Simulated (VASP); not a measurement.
A run of VASP 6.6.1 is set up as follows.

File INCAR:

```
PREC = Accurate ; ENCUT = 520
EDIFF = 1E-6 ; ISMEAR = -1
SIGMA = 0.05 ; LREAL = F
LASPH = T ; NELM = 150
ALGO = Normal ; ISIF = 2
LWAVE = F ; LCHARG = T
ISPIN = 2 ; MAGMOM = 0 2 0 0
LORBIT = 11 ; LMAXMIX = 4
GGA = CA ; LELF = T
LVHAR = T ; NBANDS = 29
```

File KPOINTS:

```
Automatic mesh
0
Gamma
  9 9 6
```

Contents of POSCAR:

```
TaVN2
1.0
    3.0700653833      0.0000000000      0.0000000000
    0.0000000000      3.0700653833      0.0000000000
    0.0000000000      0.0000000000      4.3245135709
Ta V N
1 1 2
Direct
    0.0000000000      0.0000000000      0.0000000000
    0.5000000000      0.5000000000      0.5000000000
    0.5000000000      0.5000000000      0.0000000000
    0.0000000000      0.0000000000      0.5000000000
```

Potentials or basis: VASP PAW LDA potentials, release 64 (Ta_pv, V_sv, N).

Run with:

```bash
$ cat potpaw_LDA.64/Ta_pv/POTCAR potpaw_LDA.64/V_sv/POTCAR potpaw_LDA.64/N/POTCAR > POTCAR
$ mpirun -np 1 vasp_std > vasp.out
```

(1) What does it give for the net moment?

(2) Predict the pressure.

(3) Estimate the site moments.

Results:

(1) 0.10 μB per cell.

(2) -23.4 GPa.

(3) Ta -0.00; V +0.09; N +0.00 μB.
